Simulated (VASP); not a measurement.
Here is a VASP 6.6.1 calculation.

File INCAR:

```
SYSTEM = Y3Ti
PREC     = Accurate       ! precision mode
ENCUT    = 520            ! plane-wave cutoff, eV
EDIFF    = 1E-7           ! SCF threshold, eV
ISMEAR   = 0              ! smearing method
SIGMA    = 0.1            ! smearing width, eV
LREAL    = .False.        ! projectors in reciprocal space
LASPH    = .True.         ! aspherical terms in the spheres
NELM     = 100            ! most SCF steps
ALGO     = Fast           ! electronic algorithm
ISIF     = 2              ! what is computed and relaxed
LWAVE    = .False.        ! write WAVECAR
LCHARG   = .False.        ! write CHGCAR
GGA      = PE             ! functional
NBANDS   = 30             ! bands
```

The input KPOINTS:

```
Automatic mesh
0
Gamma
  10 10 10
  0 0 0
```

Contents of POSCAR:

```
Y3Ti
1.0
    4.8183602159      0.0000000000      0.0000000000
    0.0000000000      4.8183602159      0.0000000000
    0.0000000000      0.0000000000      4.8183602159
Y Ti
3 1
Direct
    0.0000000000      0.5000000000      0.5000000000
    0.5000000000      0.0000000000      0.5000000000
    0.5000000000      0.5000000000      0.0000000000
    0.0000000000      0.0000000000      0.0000000000
```

Potentials or basis: VASP PAW PBE potentials, release 64 (Y_sv, Ti_sv).

Run with:

```console
$ cat potpaw_PBE.64/Y_sv/POTCAR potpaw_PBE.64/Ti_sv/POTCAR > POTCAR
$ mpirun -np 1 vasp_std > vasp.out
```

Q: Estimate the band gap on the k mesh.

A: Zero (an odd number of electrons rules out a gap without spin polarisation).

Q: What does it give for the pressure?

A: -0.1 GPa.
